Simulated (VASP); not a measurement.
Input of a VASP 6.6.1 run:

File POSCAR:

```
TlBr
1.0
    3.9461933146      0.0000000000      0.0000000000
    0.0000000000      3.9461933146      0.0000000000
    0.0000000000      0.0000000000      3.9461933146
Tl Br
1 1
Direct
    0.0000000000      0.0000000000      0.0000000000
    0.5000000000      0.5000000000      0.5000000000
```

The input INCAR.step1:

```
SYSTEM = TlBr
PREC     = Accurate       ! precision mode
ENCUT    = 400            ! plane-wave cutoff, eV
EDIFF    = 1E-5           ! SCF threshold, eV
ISMEAR   = 0              ! smearing method
SIGMA    = 0.01           ! smearing width, eV
LREAL    = .False.        ! projectors in reciprocal space
LASPH    = .True.         ! aspherical terms in the spheres
NELM     = 120            ! most SCF steps
ALGO     = Normal         ! electronic algorithm
ISIF     = 2              ! what is computed and relaxed
LWAVE    = .True.         ! write WAVECAR
LCHARG   = .False.        ! write CHGCAR
GGA      = PE             ! functional
NBANDS   = 17             ! bands
GGA_COMPAT= .False.
```

INCAR.step2

```
SYSTEM = TlBr
PREC     = Accurate       ! precision mode
ENCUT    = 400            ! plane-wave cutoff, eV
EDIFF    = 1E-6           ! SCF threshold, eV
ISMEAR   = 0              ! smearing method
SIGMA    = 0.01           ! smearing width, eV
LREAL    = .False.        ! projectors in reciprocal space
LASPH    = .True.         ! aspherical terms in the spheres
NELM     = 120            ! most SCF steps
ALGO     = Normal         ! electronic algorithm
ISIF     = 2              ! what is computed and relaxed
LWAVE    = .False.        ! write WAVECAR
LCHARG   = .False.        ! write CHGCAR
GGA      = PE             ! functional
LHFCALC  = .True.         ! exact exchange
HFSCREEN = 0.2079         ! screening, 1/A
PRECFOCK = Normal       
ISTART   = 1            
NBANDS   = 17             ! bands
GGA_COMPAT= .False.
```

File KPOINTS:

```
regular mesh
0
Gamma
  4 4 4
  0 0 0
```

Potentials or basis: VASP PAW PBE potentials, release 64 (Tl_d, Br).

Launch:

```console
$ cat potpaw_PBE.64/Tl_d/POTCAR potpaw_PBE.64/Br/POTCAR > POTCAR
$ cp INCAR.step1 INCAR
$ mpirun -np 1 vasp_std > vasp.out
$ cp INCAR.step2 INCAR
$ mpirun -np 1 vasp_std > vasp.out
```

Question: Estimate the band gap on the k mesh.

Answer: 2.47 eV.

Question: Estimate the pressure.

Answer: 1.6 GPa.

Caveat: the PAW data sets were made with another functional, which shifts forces and pressure a little; spin-orbit coupling is left out, which moves the levels of the heavy elements. A k mesh can miss the band edges.
